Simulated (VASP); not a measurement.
Runs of VASP 6.6.1 on Ni2Ge. The structure is that of space group P6_3/mmc (No. 194), or close to it. The cells are those of the table. 

```tsv
cell	further INCAR settings	gap on the mesh (eV)	pressure (GPa)
a = 3.932, b = 3.970, c = 5.027 Å, angles 90.0, 90.0, 119.7°, 6 atoms	ALGO = Fast; EDIFF = 1e-06; NBANDS = 43	none	(b)
a = 3.932, b = 3.932, c = 5.052 Å, angles 90.0, 90.0, 120.0°, 6 atoms	ALGO = Fast; EDIFF = 1e-06; NBANDS = 43	none	3.1
a = 3.893, b = 3.893, c = 5.074 Å, angles 90.0, 90.0, 120.0°, 6 atoms	ALGO = Fast; EDIFF = 1e-06; NBANDS = 43	none	(a)
a = 3.853, b = 3.853, c = 5.104 Å, angles 90.0, 90.0, 120.0°, 6 atoms	ALGO = Fast; EDIFF = 1e-07; NBANDS = 43	none	11.7
a = 3.853, b = 3.853, c = 5.144 Å, angles 90.0, 90.0, 120.0°, 6 atoms	ALGO = Fast; EDIFF = 1e-07; NBANDS = 43	none	10.2
```

Alike in all rows: task single point; level PBEsol; potentials or basis VASP PAW PBE potentials, release 64 (Ni, Ge_d); no spin polarisation; k mesh 12 × 12 × 8; cutoff (eV) 520; smearing gaussian 0.1 eV.

Problem. Estimate the missing entries.

Solution. (a) 7.3; (b) 1.3.

Caveats: the PAW data sets were made with another functional, which shifts forces and pressure a little; the cell stands under pressure (at least some runs).

A k mesh can miss the band edges, and the runs leave out spin-orbit coupling on Ge.

A gap of «none» marks levels without a gap at the run's occupations.
